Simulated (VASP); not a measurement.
## Sn2Pt: single point with LDA

The system is Sn2Pt.

```xyz
12
Lattice="0.0000 6.4250 6.4250 6.4250 0.0000 6.4250 3.2125 3.2125 0.0000" Properties=species:S:1:pos:R:3 pbc="T T T"
Sn    1.6062    1.6062    1.6062
Sn    4.8187    4.8187    4.8187
Sn    4.8187    1.6062    4.8187
Sn    8.0312    4.8187    8.0312
Sn    1.6062    4.8187    4.8187
Sn    4.8187    8.0312    8.0312
Sn    4.8187    4.8187    8.0312
Sn    8.0312    8.0312   11.2438
Pt    0.0000    0.0000    0.0000
Pt    3.2125    0.0000    3.2125
Pt    0.0000    3.2125    3.2125
Pt    3.2125    3.2125    6.4250
```

```json
{
 "Program": "VASP 6.6.1",
 "Task": "single point",
 "Functional": "LDA",
 "Potentials or basis": "VASP PAW LDA potentials, release 64 (Sn_d, Pt)",
 "Cutoff": "500 eV",
 "k mesh": "2 × 2 × 4",
 "Occupations": "methfessel-paxton, width 0.15 eV",
 "Spin": "no spin polarisation",
 "Dipole correction": "no",
 "Further INCAR settings": "ALGO = Normal; EDIFF = 1e-06; NBANDS = 88"
}
```

* Pressure: -1.0 GPa
* Band gap on the k mesh: zero (bands 76 and 77 overlap by 1.35 eV)

Levels at points of the mesh, in eV from the Fermi level:
| k point | band 74 | band 75 | band 76 | band 77 | band 78 | band 79 |
| --- | --- | --- | --- | --- | --- | --- |
| (0.00, 0.00, 0.00) | -0.77 | -0.77 | 0.58 | 0.58 | 0.78 | 0.78 |
| (0.50, 0.00, 0.00) | -0.72 | 0.10 | 0.10 | 0.41 | 0.41 | 0.41 |
| (0.50, 0.50, 0.00) | -1.22 | -1.22 | -1.22 | -0.62 | -0.62 | 0.97 |
| (0.00, 0.00, 0.50) | -0.78 | -0.77 | -0.77 | -0.77 | -0.77 | 0.58 |
| (0.50, 0.00, 0.50) | -2.05 | -2.05 | -2.05 | 0.10 | 0.10 | 0.10 |
| (0.50, 0.50, 0.50) | -2.40 | -0.62 | -0.62 | 0.97 | 0.97 | 1.80 |

It took 3.1 min on 1 thread of AMD EPYC 9R45 96-Core Processor (Zen 5), on a shared host, peak memory 0.36 GiB.

Caveat: the k points lie up to 0.42 Å⁻¹ apart, too coarse for converged energies and pressures of a metal; spin-orbit coupling is left out, which moves the levels of the heavy elements.
